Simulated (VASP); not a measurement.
Here is a VASP 6.6.1 calculation.

INCAR

```
ALGO = Normal ; EDIFF = 1E-6
ENCUT = 520 ; GGA = PE
ISIF = 2 ; ISMEAR = 0
ISPIN = 2 ; LASPH = True
LCHARG = True ; LELF = True
LMAXMIX = 4 ; LORBIT = 11
LREAL = False ; LVHAR = True
LWAVE = False ; MAGMOM = 3 3
NBANDS = 20 ; NELM = 150
PREC = Accurate ; SIGMA = 0.1
```

The input KPOINTS:

```
k-points
0
Gamma
  8 8 8
```

Contents of POSCAR:

```
Co
1.0
   -2.1687425347      2.1687425347      1.1830890865
    2.1687425347     -2.1687425347      1.1830890865
    2.1687425347      2.1687425347     -1.1830890865
Co
2
Direct
    0.0000000000      0.0000000000      0.0000000000
    0.7500000000      0.2500000000      0.5000000000
```

Potentials or basis: VASP PAW PBE potentials, release 64 (Co).

Launch:

```console
$ cat potpaw_PBE.64/Co/POTCAR > POTCAR
$ mpirun -np 1 vasp_std > vasp.out
```

Task: What does it give for the net moment?

Result: 3.45 μB per cell.

Task: Estimate the pressure.

Result: 15.9 GPa.

Stress tensor (GPa, compression positive):
```
18.20  0.00  0.00
 0.00 18.20  0.00
 0.00  0.00 11.44
```

Caveat: the k points lie up to 0.38 Å⁻¹ apart.
